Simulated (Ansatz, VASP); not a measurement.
**Zn3Se in VASP and in Ansatz**

```xyz
4
Lattice="-2.6121 2.6121 2.6121 2.6121 -2.6121 2.6121 2.6121 2.6121 -2.6121" Properties=species:S:1:pos:R:3 pbc="T T T"
Zn    2.6121    0.0000    0.0000
Zn    0.0000    2.6121    0.0000
Zn    0.0000    0.0000    2.6121
Se    0.0000    0.0000    0.0000
```

Alike in both runs: task relaxation of cell and atoms; functional PBE; k mesh 6 × 6 × 6; occupations gaussian, width 0.1 eV; no spin polarisation.

|  | VASP | Ansatz |
| --- | --- | --- |
| version | VASP 6.6.1 | Ansatz 0.2.0 |
| potentials or method | VASP PAW PBE potentials, release 64 (Zn, Se), cutoff 600 eV | scalar-relativistic, plane waves, PAW |
| valence electrons in the cell | 42 | 52 |

|  | VASP | Ansatz | Ansatz less VASP |
| --- | --- | --- | --- |
| gap on the k mesh at the Fermi level, each at its own relaxed structure (eV) | none | none | - |
| relaxed volume (Å³/atom) | 20.01 | 19.79 | -0.221 |
| relaxed length of the cell vector where the two differ most in proportion (Å) | 4.703 | 4.685 | -0.0174 |

A gap of «none» marks a metal or a gap that the smearing closes. VASP's potentials hold 42 valence electrons a cell and Ansatz's 52, so a difference there can come from the potentials and not from the codes.
